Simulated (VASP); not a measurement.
Mg: single point with r2SCAN

The system is Mg.

```xyz
2
Lattice="0.0000 3.4316 3.4316 3.4316 0.0000 3.4316 3.4316 3.4316 0.0000" Properties=species:S:1:pos:R:3 pbc="T T T"
Mg    0.8579    0.8579    0.8579
Mg    6.0053    6.0053    6.0053
```

| Quantity | Value |
| --- | --- |
| Program | VASP 6.6.1 |
| Task | single point |
| Functional | r2SCAN |
| Potentials or basis | VASP PAW PBE potentials, release 64 (Mg) |
| Cutoff | 520 eV |
| k mesh | 9 × 9 × 9 |
| Occupations | fermi-dirac, width 0.1 eV |
| Spin | no spin polarisation |

| Quantity | Value |
| --- | --- |
| Pressure | -0.1 GPa |
| Band gap on the k mesh | zero (band 2 reaches 3.47 eV, above the bottom of band 3 at -0.41 eV) |

Levels at points of the mesh, in eV from the Fermi level:
| k point | band 1 | band 2 | band 3 | band 4 | band 5 |
| --- | --- | --- | --- | --- | --- |
| (0.00, 0.00, 0.00) | -5.24 | 3.39 | 3.39 | 3.39 | 4.48 |

It took 120 s on 1 thread of AMD EPYC 7R43 64-Core Processor (Zen 3) (shared host), peak memory 0.18 GiB.

Caveat: the PAW data sets were made with another functional, which shifts forces and pressure a little.
